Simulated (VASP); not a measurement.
Wanted: the native input for a VASP 6.6.1 run.

| Property | Result |
| --- | --- |
| Task | single point |
| Functional | PBE |
| Potentials or basis | VASP PAW PBE potentials, release 64 (Te, Sb, Ni) |
| Cutoff | 520 eV |
| k mesh | 7 × 7 × 5 |
| Occupations | fermi-dirac, width 0.05 eV |
| Spin | collinear spin, ferromagnetic start |
| Starting moments | [0.0, 0.0, 0.75, 0.75] μB |
| Fixed moment | 1.5 μB |
| Dipole correction | no |
| Further INCAR settings | ALGO = Normal; EDIFF = 1e-06; NBANDS = 28 |

The structure of Ni2SbTe lies in POSCAR:

```
Ni2SbTe
1.0
    3.9656228857      0.0000000000      0.0000000000
   -1.9828114428      3.4343301608      0.0000000000
    0.0000000000      0.0000000000      5.2034824400
Te Sb Ni
1 1 2
Direct
    0.3333333333      0.6666666667      0.0000000000
    0.6666666667      0.3333333333      0.5000000000
    0.0000000000      0.0000000000      0.2531824000
    0.0000000000      0.0000000000      0.7468176000
```

The input as run:

INCAR

```
SYSTEM = Ni2SbTe
  PREC = Accurate
  ENCUT = 520
  EDIFF = 1E-6
  ISMEAR = -1
  SIGMA = 0.05
  LREAL = .FALSE.
  LASPH = .TRUE.
  NELM = 150
  ALGO = Normal
  ISIF = 2
  LWAVE = .FALSE.
  LCHARG = .FALSE.
  ISPIN = 2
  MAGMOM = 0 0 0.75 0.75
  LORBIT = 11
  NUPDOWN = 1.5
  LMAXMIX = 4
  GGA = PE
  NBANDS = 28
```

KPOINTS

```
regular mesh
0
G
  7 7 5
  0 0 0
```

Potentials or basis: VASP PAW PBE potentials, release 64 (Te, Sb, Ni).

Command:

```sh
$ cat potpaw_PBE.64/Te/POTCAR potpaw_PBE.64/Sb/POTCAR potpaw_PBE.64/Ni/POTCAR > POTCAR
$ mpirun -np 1 vasp_std > vasp.out
```

Results of the run:

```json
{
 "Pressure": "4.2 GPa",
 "Largest force": "0.083 eV/Å",
 "Net moment": "1.50 μB per cell",
 "Site moments": "Te +0.16; Sb +0.12; Ni +0.50 μB",
 "Valence electrons inside the program's atomic spheres": "Te 3.37; Sb 2.43; Ni 9.32"
}
```

Caveat: the cell stands under pressure; the total moment is fixed, so each spin has its own Fermi level and the state may be an excited one.

Wall time 38 s on 1 thread of AMD EPYC 9R45 96-Core Processor (Zen 5), with other jobs on the host, peak memory 0.23 GiB.
